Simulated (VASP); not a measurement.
# Hg (I4_1/amd) in VASP: further runs

The runs below take Hg through single point, with PBEsol.

Everything below comes from runs of VASP 6.6.1. Logs are shortened: lines on timing, memory, paths and dates and some standing lists are left out, and cuts for length are marked.

**1. The cell of the first run**

It takes space group I4_1/amd (No. 141, tetragonal). Conventional cell: a = 4.898 Å, b = 4.898 Å, c = 2.551 Å, α = 90.00°, β = 90.00°, γ = 90.00°. Within 3.3 Å of Hg (site symmetry -4m2) lie 10 Hg at 2.53 to 3.11 Å.

**2. Single point, PBEsol**

The input, INCAR:

```
ALGO = Normal
EDIFF = 1E-7
ENCUT = 520
GGA = PS
ISIF = 2
ISMEAR = -1
LASPH = True
LCHARG = True
LELF = True
LREAL = False
LVHAR = True
LWAVE = False
NBANDS = 19
NELM = 80
PREC = Accurate
SIGMA = 0.08
```

The input, KPOINTS:

```
k-points
0
Gamma
  17 17 17
```

The input, POSCAR:

```
Hg
1.0
   -2.4491259973      2.4491259973      1.2754417208
    2.4491259973     -2.4491259973      1.2754417208
    2.4491259973      2.4491259973     -1.2754417208
Hg
2
Direct
   -0.3750000000     -0.1250000000     -0.2500000000
    0.3750000000      0.1250000000      0.2500000000
```

Potentials or basis: VASP PAW PBE potentials, release 64 (Hg).

Command:

```
$ cat potpaw_PBE.64/Hg/POTCAR > POTCAR
$ mpirun -np 1 vasp_std > vasp.out
```

OUTCAR:

```text
EDIFF = 1E-7
   ENCUT = 520
   GGA = PS
   ISIF = 2
   ISMEAR = -1
   LASPH = True
   LREAL = False
   NELM = 80
   PREC = Accurate

 ion  position               nearest neighbor table
   1  0.625  0.875  0.750-   2 2.53   2 2.53   2 2.53   2 2.53   2 3.11   2 3.11   2 3.11   2 3.11

   2  0.375  0.125  0.250-   1 2.53   1 2.53   1 2.53   1 2.53   1 3.11   1 3.11   1 3.11   1 3.11

  LATTYP: Found a body centered tetragonal cell.
 ALAT       =     4.8982519946
 C/A-ratio  =     0.5207742363

  Lattice vectors:

 A1 = (  -2.4491259973,   2.4491259973,   1.2754417208)
 A2 = (   2.4491259973,  -2.4491259973,   1.2754417208)
 A3 = (   2.4491259973,   2.4491259973,  -1.2754417208)

Analysis of symmetry for initial positions (statically):
=====================================================================
 Subroutine PRICEL returns:
 Original cell was already a primitive cell.

 Routine SETGRP: Setting up the symmetry group for a
 body centered tetragonal supercell.

 Subroutine GETGRP returns: Found 16 space group operations
 (whereof  4 operations were pure point group operations)
 out of a pool of 16 trial point group operations.

The static configuration has the point symmetry C_2h.
 The point group associated with its full space group is D_4h.

Analysis of symmetry for dynamics (positions and initial velocities):
=====================================================================
 Subroutine PRICEL returns:
 Original cell was already a primitive cell.

 Routine SETGRP: Setting up the symmetry group for a
 body centered tetragonal supercell.

 Subroutine GETGRP returns: Found 16 space group operations
 (whereof  4 operations were pure point group operations)
 out of a pool of 16 trial point group operations.

The dynamic configuration has the point symmetry C_2h.
 The point group associated with its full space group is D_4h.

 Subroutine INISYM returns: Found 16 space group operations
 (whereof  4 operations are pure point group operations),
 and found     1 'primitive' translations

----------------------------------------------------------------------------------------

                                     Primitive cell

  volume of cell :      30.6015

  direct lattice vectors                    reciprocal lattice vectors
    -2.449125997  2.449125997  1.275441721     0.000000000  0.204154462  0.392021048
     2.449125997 -2.449125997  1.275441721     0.204154462  0.000000000  0.392021048
     2.449125997  2.449125997 -1.275441721     0.204154462  0.204154462  0.000000000

  length of vectors
     3.690960293  3.690960293  3.690960293     0.441994962  0.441994962  0.288718009

  position of ions in fractional coordinates (direct lattice)
     0.625000000  0.875000000  0.750000000
     0.375000000  0.125000000  0.250000000

  ion indices of the primitive-cell ions
   primitive index   ion index
                 1           1
                 2           2

----------------------------------------------------------------------------------------

 KPOINTS: k-points

Automatic generation of k-mesh.
 Grid dimensions read from file:
 generate k-points for:   17   17   17

 Generating k-lattice:

  Cartesian coordinates                     Fractional coordinates (reciprocal lattice)
     0.000000000  0.012009086  0.023060062     0.058823529  0.000000000 -0.000000000
     0.012009086  0.000000000  0.023060062     0.000000000  0.058823529 -0.000000000
     0.012009086  0.012009086  0.000000000     0.000000000  0.000000000  0.058823529

  Length of vectors
     0.025999704  0.025999704  0.016983412

  Shift w.r.t. Gamma in fractional coordinates (k-lattice)
     0.000000000  0.000000000  0.000000000

 Subroutine IBZKPT returns following result:
 ===========================================

 Found    405 irreducible k-points:

 Following reciprocal coordinates:
            Coordinates               Weight
  0.000000  0.000000  0.000000      1.000000
  0.058824  0.000000 -0.000000      8.000000
  0.117647  0.000000 -0.000000      8.000000
  0.176471  0.000000  0.000000      8.000000
  0.235294  0.000000 -0.000000      8.000000
  0.294118  0.000000 -0.000000      8.000000
[... 16 lines left out ...]
 -0.176471  0.058824  0.000000     16.000000
 -0.117647  0.058824  0.000000     16.000000
 [... further k-points ...]
   k-points           NKPTS =    405   k-points in BZ     NKDIM =    405   number of bands    NBANDS=     19
   number of dos      NEDOS =    301   number of ions     NIONS =      2
   total plane-waves  NPLWV =  21952
   dimension x,y,z NGX =    28 NGY =   28 NGZ =   28
   dimension x,y,z NGXF=    56 NGYF=   56 NGZF=   56
   ions per type =               2
   NGX,Y,Z   is equivalent  to a cutoff of  12.61, 12.61, 12.61 a.u.
   NGXF,Y,Z  is equivalent  to a cutoff of  25.22, 25.22, 25.22 a.u.
 SYSTEM =  unknown system
   PREC   = accura    normal or accurate (medium, high low for compatibility)
   ISTART =      0    job   : 0-new  1-cont  2-samecut
   ICHARG =      2    charge: 1-file 2-atom 10-const
   ISPIN  =      1    spin polarized calculation?
   LNONCOLLINEAR =      F non collinear calculations
   LSORBIT =      F    spin-orbit coupling
   LASPH  =      T    aspherical Exc in radial PAW
   ENCUT  =  520.0 eV  38.22 Ry    6.18 a.u.   6.86  6.86  6.86*2*pi/ulx,y,z
   NELM   =     80;   NELMIN=  2; NELMDL= -5     # of ELM steps
   EDIFF  = 0.1E-06   stopping-criterion for ELM
   LREAL  =      F    real-space projection
   EDIFFG = 0.1E-05   stopping-criterion for IOM
   NSW    =      0    number of steps for IOM
   IBRION =     -1    ionic relax: 0-MD 1-quasi-New 2-CG
   NFREE  =      0    steps in history (QN), initial steepest desc. (CG)
   ISIF   =      2    stress and relaxation
   ISYM   =      2    0-nonsym 1-usesym 2-fastsym
   POTIM  = 0.5000    time-step for ionic-motion
   TEBEG  =    0.0;   TEEND  =   0.0 temperature during run
   PSTRESS=    0.0 pullay stress
   NELECT =      24.0000    total number of electrons
   NUPDOWN=      -1.0000    fix difference up-down
   EMIN   =  10.00;   EMAX   =-10.00  energy-range for DOS
   EFERMI =   0.00;   METHOD = LEGACY
   ISMEAR =    -1;   SIGMA  =   0.08  broadening in eV -4-tet -1-fermi 0-gaus
   EFERMI_NEDOS =   21; number of points for ismear=-14 and -15
   IALGO  =     38    algorithm
   IMIX   =      4    mixing-type and parameters
     AMIX     =   0.40;   BMIX     =  1.00
     AMIX_MAG =   1.60;   BMIX_MAG =  1.00
  volume/ion in A,a.u.               =      15.30       103.25
  Fermi-wavevector in a.u.,A,eV,Ry     =   1.509724  2.852965 31.011313  2.279267
  Thomas-Fermi vector in A             =   2.620009
   LORBIT       =      0    0 simple, 1 ext, 2 COOP (PROOUT), +10 PAW based schemes
   GGA     = PS    functional components
   LHFCALC =     F    Hartree Fock is set to
   AEXX    =    0.0000 exact exchange contribution
   IVDW    =     0    specifies the selected vdW correction
   LEPSILON=     F    determine dielectric tensor
   LRPA    =     F    only Hartree local field effects (RPA)
 non-spin polarized calculation
  energy-cutoff  :      520.00
  volume of cell :       30.60
 maximum number of plane-waves:       840
   NGX = 13   NGY = 13   NGZ = 13

 number of electron      23.9999996 magnetization

 Free energy of the ion-electron system (eV)
  ---------------------------------------------------
  ext. energy  EPLUGINS =         0.00000000
  ---------------------------------------------------
  free energy    TOTEN  =         2.36799429 eV

  energy without entropy =        2.38203125  energy(sigma->0) =        2.37501277

 E-fermi :   7.7572     XC(G=0): -13.4849

 val. band max:        7.7557863463   @ k =  -0.3529  -0.3529   0.2941
 cond. band min:       7.7711613668   @ k =  -0.0588   0.3529   0.0588
 fundamental gap:      0.0153750205
 Fermi energy:         7.7572365420

 k-point     1 :       0.0000    0.0000    0.0000
  band No.  band energies     occupation
      1      -6.4787      2.00000
      2      -4.3688      2.00000
      3      -4.1763      2.00000
      4      -3.9239      2.00000
      5      -3.4840      2.00000
      6      -0.1723      2.00000
[... 11 lines left out ...]
     18      26.4121      0.00000
     19      27.4579      0.00000

 k-point     2 :       0.0588    0.0000   -0.0000
  band No.  band energies     occupation
      1      -6.3410      2.00000
      2      -4.3138      2.00000
      3      -4.1691      2.00000
      4      -3.7616      2.00000
      5      -3.3994      2.00000
      6      -0.4753      2.00000
[... 11 lines left out ...]
     18      25.0596      0.00000
     19      25.6643      0.00000

 k-point     3 :       0.1176    0.0000   -0.0000
  band No.  band energies     occupation
      1      -5.9448      2.00000
      2      -4.1548      2.00000
      3      -4.0952      2.00000
      4      -3.3507      2.00000
      5      -3.1481      2.00000
      6      -0.9686      2.00000
[... 11 lines left out ...]
     18      22.5447      0.00000
     19      23.9313      0.00000

 k-point     4 :       0.1765    0.0000    0.0000
  band No.  band energies     occupation
      1      -5.3502      2.00000
      2      -3.9544      2.00000
      3      -3.9135      2.00000
      4      -2.8492      2.00000
      5      -2.6800      2.00000
      6      -1.5310      2.00000
[... 11 lines left out ...]
     18      22.1670      0.00000
     19      22.2872      0.00000

 k-point     5 :       0.2353    0.0000   -0.0000
  band No.  band energies     occupation
      1      -4.6913      2.00000
      2      -3.8053      2.00000
      3      -3.6448      2.00000
      4      -2.4587      2.00000
      5      -2.0668      2.00000
      6      -2.0403      2.00000
[... 11 lines left out ...]
     18      20.4859      0.00000
     19      20.8361      0.00000
[... 334 lines left out ...]
      2      -3.7354      2.00000
      3      -3.5264      2.00000
      4      -2.5081      2.00000
      5      -2.2215      2.00000
      6      -1.8694      2.00000
[... 11 lines left out ...]
     18      20.1613      0.00000
     19      21.4706      0.00000

 k-point    22 :      -0.2353    0.0588    0.0000
  band No.  band energies     occupation
      1      -5.1637      2.00000
      2      -3.8676      2.00000
      3      -3.7898      2.00000
      4      -2.9447      2.00000
      5      -2.7227      2.00000
      6      -1.4525      2.00000
[... 11 lines left out ...]
     18      21.7291      0.00000
     19      22.4913      0.00000

 k-point    23 :      -0.1765    0.0588    0.0000
  band No.  band energies     occupation
      1      -5.7882      2.00000
      2      -4.0576      2.00000
      3      -4.0172      2.00000
      4      -3.3914      2.00000
      5      -3.1796      2.00000
      6      -0.9260      2.00000
[... 11 lines left out ...]
     18      22.0311      0.00000
     19      23.4381      0.00000

 k-point    24 :      -0.1176    0.0588    0.0000
  band No.  band energies     occupation
      1      -6.2328      2.00000
      2      -4.2430      2.00000
      3      -4.1193      2.00000
      4      -3.7773      2.00000
      5      -3.4149      2.00000
      6      -0.4556      2.00000
[... 11 lines left out ...]
     18      24.4028      0.00000
     19      25.1149      0.00000

 [... further k-points ...]
[... 5 lines left out ...]
  --------------------------------------------------------------------------------------
  -------------------------------------------------------------------------------------
  Total       19.3063769     19.3063769     19.3834131      0.0000000     -0.0000000      0.0000000
  in kB     1010.8075932   1010.8075932   1014.8409104      0.0000000     -0.0000000      0.0000000
  external PRESSURE =    1012.1520323 kB  Pullay stress =       0.0000000 kB

 VOLUME and BASIS-vectors are now :
 -----------------------------------------------------------------------------
  energy-cutoff  :      520.00
  volume of cell :       30.60
      direct lattice vectors                 reciprocal lattice vectors
    -2.449125997  2.449125997  1.275441721     0.000000000  0.204154462  0.392021048
     2.449125997 -2.449125997  1.275441721     0.204154462  0.000000000  0.392021048
     2.449125997  2.449125997 -1.275441721     0.204154462  0.204154462  0.000000000

 POSITION                                       TOTAL-FORCE (eV/Angst)
 -----------------------------------------------------------------------------------
      2.44913      1.22456      0.95658         0.000000      0.000000      0.000000
     -0.00000      1.22456      0.31886        -0.000000     -0.000000     -0.000000
 -----------------------------------------------------------------------------------
    total drift:                                0.000000      0.000000     -0.000000

  FREE ENERGIE OF THE ION-ELECTRON SYSTEM (eV)
  ---------------------------------------------------
  free  energy   TOTEN  =         2.3679942930 eV

  energy  without entropy=        2.3820312481  energy(sigma->0) =        2.37501277
```

Run time: 1.9 min. Hardware: 1 thread of Intel Xeon Platinum 8488C (Sapphire Rapids), shared host; peak memory 0.31 GiB.

Results:

```
Free energy            : 2.3680 eV
Pressure               : 101.2 GPa
Band gap on the k mesh : zero (bands 12 and 13 overlap by 6.74 eV)
```

Stress tensor (GPa, compression positive):
```
101.08   0.00   0.00
  0.00 101.08   0.00
  0.00   0.00 101.48
```

Caveat: the cell stands under pressure; the PAW data sets were made with another functional, which shifts forces and pressure a little; spin-orbit coupling is left out, which moves the levels of the heavy elements.

**3. Single point, PBEsol**

The input, INCAR:

```
ALGO = Normal
EDIFF = 1E-6
ENCUT = 550
GGA = PS
GGA_COMPAT = False
ISIF = 2
ISMEAR = -1
LASPH = True
LCHARG = True
LELF = True
LREAL = False
LVHAR = True
LWAVE = False
NBANDS = 27
NELM = 120
PREC = Accurate
SIGMA = 0.08
```

KPOINTS is that of step 2.

The input, POSCAR:

```
Hg
1.0
   -2.4490090862      2.4490090862      1.2753580584
    2.4490090862     -2.4490090862      1.2753580584
    2.4490090862      2.4490090862     -1.2753580584
Hg
2
Direct
   -0.3750000000     -0.1250000000     -0.2500000000
    0.3750000000      0.1250000000      0.2500000000
```

Potentials or basis: VASP PAW PBE potentials, release 64 (Hg_sv_GW).

Command:

```
$ cat potpaw_PBE.64/Hg_sv_GW/POTCAR > POTCAR
$ mpirun -np 1 vasp_std > vasp.out
```

OUTCAR:

```text
EDIFF = 1E-6
   ENCUT = 550
   GGA = PS
   ISIF = 2
   ISMEAR = -1
   LASPH = True
   LREAL = False
   NELM = 120
   PREC = Accurate

 ion  position               nearest neighbor table
   1  0.625  0.875  0.750-   2 2.53   2 2.53   2 2.53   2 2.53   2 3.11   2 3.11   2 3.11   2 3.11

   2  0.375  0.125  0.250-   1 2.53   1 2.53   1 2.53   1 2.53   1 3.11   1 3.11   1 3.11   1 3.11

  LATTYP: Found a body centered tetragonal cell.
 ALAT       =     4.8980181724
 C/A-ratio  =     0.5207649353

  Lattice vectors:

 A1 = (  -2.4490090862,   2.4490090862,   1.2753580584)
 A2 = (   2.4490090862,  -2.4490090862,   1.2753580584)
 A3 = (   2.4490090862,   2.4490090862,  -1.2753580584)

Analysis of symmetry for initial positions (statically):
=====================================================================
 Subroutine PRICEL returns:
 Original cell was already a primitive cell.

 Routine SETGRP: Setting up the symmetry group for a
 body centered tetragonal supercell.

 Subroutine GETGRP returns: Found 16 space group operations
[... 154 lines left out ...]
   NGX = 15   NGY = 15   NGZ = 15

 number of electron      40.0000012 magnetization

 Free energy of the ion-electron system (eV)
  ---------------------------------------------------
  ext. energy  EPLUGINS =         0.00000000
  ---------------------------------------------------
  free energy    TOTEN  =         2.13794034 eV

  energy without entropy =        2.15208843  energy(sigma->0) =        2.14501438

 E-fermi :  12.6949     XC(G=0): -14.2371

 val. band max:       12.6943867526   @ k =  -0.3529  -0.3529   0.2941
 cond. band min:      12.6983663542   @ k =  -0.1176  -0.4706   0.0588
 fundamental gap:      0.0039796016
 Fermi energy:        12.6948519732

 k-point     1 :       0.0000    0.0000    0.0000
  band No.  band energies     occupation
      1    -104.4019      2.00000
      2    -104.3623      2.00000
      3     -52.8885      2.00000
      4     -52.8885      2.00000
      5     -52.5660      2.00000
      6     -52.5626      2.00000
[... 709 lines left out ...]
     26      28.6283      0.00000
     27      29.3307      0.00000

 [... further k-points ...]
[... 5 lines left out ...]
  --------------------------------------------------------------------------------------
  -------------------------------------------------------------------------------------
  Total       18.3253009     18.3253009     18.3658918     -0.0000000     -0.0000000      0.0000000
  in kB      959.5967812    959.5967812    961.7223060     -0.0000000     -0.0000000      0.0000000
  external PRESSURE =     960.3052894 kB  Pullay stress =       0.0000000 kB

 VOLUME and BASIS-vectors are now :
 -----------------------------------------------------------------------------
  energy-cutoff  :      550.00
  volume of cell :       30.60
      direct lattice vectors                 reciprocal lattice vectors
    -2.449009086  2.449009086  1.275358058     0.000000000  0.204164208  0.392046764
     2.449009086 -2.449009086  1.275358058     0.204164208  0.000000000  0.392046764
     2.449009086  2.449009086 -1.275358058     0.204164208  0.204164208  0.000000000

 POSITION                                       TOTAL-FORCE (eV/Angst)
 -----------------------------------------------------------------------------------
      2.44901      1.22450      0.95652        -0.000000     -0.000000      0.000000
      0.00000      1.22450      0.31884         0.000000      0.000000     -0.000000
 -----------------------------------------------------------------------------------
    total drift:                               -0.000000      0.000000     -0.000000

  FREE ENERGIE OF THE ION-ELECTRON SYSTEM (eV)
  ---------------------------------------------------
  free  energy   TOTEN  =         2.1379403398 eV

  energy  without entropy=        2.1520884289  energy(sigma->0) =        2.14501438
```

OSZICAR:

```text
N       E                     dE             d eps       ncg     rms          rms(c)
DAV:   1     0.100929687221E+04    0.10093E+04   -0.26267E+04 22335   0.238E+03
DAV:   2     0.874260229700E+02   -0.92187E+03   -0.88298E+03 21870   0.945E+02
DAV:   3     0.586422211010E+01   -0.81562E+02   -0.80634E+02 31220   0.295E+02
DAV:   4     0.217029912580E+01   -0.36939E+01   -0.36867E+01 30612   0.808E+01
DAV:   5     0.194099702545E+01   -0.22930E+00   -0.22929E+00 31795   0.163E+01    0.874E+01
DAV:   6     0.211942457930E+01    0.17843E+00   -0.37524E-01 33225   0.104E+01    0.513E+01
DAV:   7     0.213332946249E+01    0.13905E-01   -0.10828E-01 35508   0.423E+00    0.198E+00
DAV:   8     0.213793975852E+01    0.46103E-02   -0.22169E-02 30906   0.282E+00    0.210E-01
DAV:   9     0.213793085459E+01   -0.89039E-05   -0.59129E-04 27777   0.301E-01    0.586E-02
DAV:  10     0.213794041727E+01    0.95627E-05   -0.37307E-05 31296   0.128E-01    0.396E-02
DAV:  11     0.213794033981E+01   -0.77465E-07   -0.44483E-06 23258   0.422E-02
   1 F= 0.21379403E+01 E0= 0.21450144E+01  d E =-.141481E-01
```

stdout:

```text
POSCAR found type information on POSCAR Hg
 POSCAR found :  1 types and       2 ions
 scaLAPACK will be used
 -----------------------------------------------------------------------------
|                                                                             |
|                                                                             |
|     You enforced a specific xc type in the INCAR file but a different       |
|     I HOPE YOU KNOW WHAT YOU ARE DOING!                                     |
|                                                                             |
 -----------------------------------------------------------------------------

 LDA part: xc-table for (Slater+PW92), standard interpolation
 POSCAR, INCAR and KPOINTS ok, starting setup
 FFT: planning ... GRIDC
 FFT: planning ... GRID_SOFT
 FFT: planning ... GRID
 WAVECAR not read
 entering main loop
```

It took 4.7 min on 1 thread of Intel Xeon Platinum 8488C (Sapphire Rapids), shared host; peak memory 0.44 GiB.

What came out:

| Quantity | Value |
| --- | --- |
| Free energy | 2.1379 eV |
| Pressure | 96.0 GPa |
| Band gap on the k mesh | zero (bands 20 and 21 overlap by 6.72 eV) |

Stress tensor (GPa, compression positive):
```
95.96  0.00  0.00
 0.00 95.96  0.00
 0.00  0.00 96.17
```

Caveat: the cell stands under pressure; the PAW data sets were made with another functional, which shifts forces and pressure a little; spin-orbit coupling is left out, which moves the levels of the heavy elements.
